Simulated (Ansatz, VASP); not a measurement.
SiC: VASP beside Ansatz

```
CELL_PARAMETERS angstrom
0.00000 2.17400 2.17400
2.17400 0.00000 2.17400
2.17400 2.17400 0.00000
ATOMIC_POSITIONS crystal
Si 0.16263 0.00000 0.00000
C 0.75000 0.75000 0.75000
```

Change from the starting cell: all Si atoms moved -0.500 Å, as atom 1 towards its neighbour atom 1 (Si) at 3.075 Å.

Alike in both runs: task single point; functional r2SCAN; k mesh 12 × 12 × 12; occupations gaussian, width 0.05 eV; no spin polarisation.

```csv
,VASP,Ansatz
version,VASP 6.6.1,Ansatz 0.2.0
potentials or method,"VASP PAW PBE potentials, release 64 (Si, C), cutoff 520 eV","scalar-relativistic, plane waves, PAW"
valence electrons in the cell,8,8
```

VASP gave:

- gap on the k mesh at the Fermi level (eV): none
- rms of the force components (eV/Å): 8.791

Task: What did Ansatz give for the same quantities?

Result: gap on the k mesh at the Fermi level (eV): none; rms of the force components (eV/Å): 8.868.

VASP's potentials were made for PBE, not for r2SCAN. Atom by atom the forces differ by 0.077 eV/Å (rms over components). A gap of «none» marks a metal or a gap that the smearing closes.
